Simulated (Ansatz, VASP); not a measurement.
# One calculation of LaBi, two programs

INCAR

```
ALGO = Normal
EDIFF = 1E-7
ENCUT = 520
ISIF = 2
ISMEAR = 1
LASPH = True
LCHARG = False
LREAL = False
LWAVE = False
NBANDS = 20
NELM = 100
PREC = Accurate
SIGMA = 0.05
```

Contents of KPOINTS:

```
k-points
0
Gamma
  6 6 6
```

Contents of POSCAR:

```
LaBi
1.0
    0.0000000000      3.1925228221      3.1925228221
    3.1925228221      0.0000000000      3.1925228221
    3.1925228221      3.1925228221      0.0000000000
La Bi
1 1
Direct
    0.0000000000      0.0000000000      0.0000000000
    0.5000000000      0.5000000000      0.5000000000
```

Input for Ansatz:

```yaml
crystal:
  lattice:
    - [0.0, 3.192522822063395, 3.192522822063395]
    - [3.192522822063395, 0.0, 3.192522822063395]
    - [3.192522822063395, 3.192522822063395, 0.0]
  atoms:
    - { symbol: La, position: [0.0, 0.0, 0.0] }
    - { symbol: Bi, position: [0.5, 0.5, 0.5] }
basis:
  ecutwfc: 476.19925930478996
kpoints:
  mp_grid:
    grid: [6, 6, 6]
hamiltonian:
  xc: lda
scf:
  occupations:
    method: cold
    width: 0.05
output:
  stress: true
```

Alike in both runs: task single point; functional LDA; k mesh 6 × 6 × 6; no spin polarisation.

|  | VASP | Ansatz |
| --- | --- | --- |
| version | VASP 6.6.1 | Ansatz 0.2.0 |
| potentials or method | VASP PAW LDA potentials, release 64 (La, Bi_d), cutoff 520 eV | plane waves, PAW |
| occupations | methfessel-paxton of order 1, width 0.05 eV | cold, width 0.05 eV |
| valence electrons in the cell | 26 | 26 |

```tsv
	VASP	Ansatz	Ansatz less VASP
pressure (GPa)	3.6	3.6	-0.03
```

LDA's correlation is that of Perdew and Zunger in VASP and of Perdew and Wang (1992) in Ansatz.

Spin-orbit coupling is off throughout.
